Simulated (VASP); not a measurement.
A run of VASP 6.6.1 is set up as follows.

The input INCAR:

```
SYSTEM = SiC
PREC = Accurate
ENCUT = 520
EDIFF = 1E-6
ISMEAR = -1
SIGMA = 0.03
LREAL = .FALSE.
LASPH = .TRUE.
NELM = 100
ALGO = Normal
ISIF = 2
LWAVE = .FALSE.
LCHARG = .FALSE.
GGA = PS
NBANDS = 11
```

Contents of KPOINTS:

```
regular mesh
0
G
  8 8 8
  0 0 0
```

File POSCAR:

```
SiC
1.0
    2.6183958437      0.0000000000      0.0000000000
    0.0000000000      2.6183958437      0.0000000000
    0.0000000000      0.0000000000      2.6183958437
Si C
1 1
Direct
    0.0000000000      0.0000000000      0.0000000000
    0.5000000000      0.5000000000      0.5000000000
```

Potentials or basis: VASP PAW PBE potentials, release 64 (Si, C).

The run is started by

```console
$ cat potpaw_PBE.64/Si/POTCAR potpaw_PBE.64/C/POTCAR > POTCAR
$ mpirun -np 1 vasp_std > vasp.out
```

Q: Predict the pressure.

A: 0.4 GPa.

Q: Predict the band gap on the k mesh.

A: Zero (band 4 reaches 12.61 eV, above the bottom of band 5 at 8.69 eV).

Caveat: the PAW data sets were made with another functional, which shifts forces and pressure a little.
